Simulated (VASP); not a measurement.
A run of VASP 6.6.1:

The input INCAR:

```
SYSTEM = YbZn
ALGO = Normal ; EDIFF = 1E-6
ENCUT = 600 ; GGA = CA
GGA_COMPAT = .False. ; ISIF = 2
ISMEAR = 0 ; LASPH = .True.
LCHARG = .False. ; LMAXMIX = 6
LREAL = .False. ; LWAVE = .False.
NBANDS = 25 ; NELM = 200
PREC = Accurate ; SIGMA = 0.15
```

File KPOINTS:

```
k-points
0
Gamma
  6 6 6
  0 0 0
```

The input POSCAR:

```
YbZn
1.0
    3.7175469005      0.0000000000      0.0000000000
    0.0000000000      3.7175469005      0.0000000000
    0.0000000000      0.0000000000      3.7175469005
Yb Zn
1 1
Direct
    0.0000000000      0.0000000000      0.0000000000
    0.5000000000      0.5000000000      0.5000000000
```

Potentials or basis: VASP PAW PBE potentials, release 64 (Yb, Zn).

Command:

```bash
$ cat potpaw_PBE.64/Yb/POTCAR potpaw_PBE.64/Zn/POTCAR > POTCAR
$ mpirun -np 1 vasp_std > vasp.out
```

Hardware: 1 thread of Intel Xeon 8259CL, with other jobs on the host.

Task: Estimate the wall time of this run.

Result: It took 83 s on 1 thread of Intel Xeon 8259CL, with other jobs on the host, peak memory 0.18 GiB. Counts: scf iterations 29, k points 20.
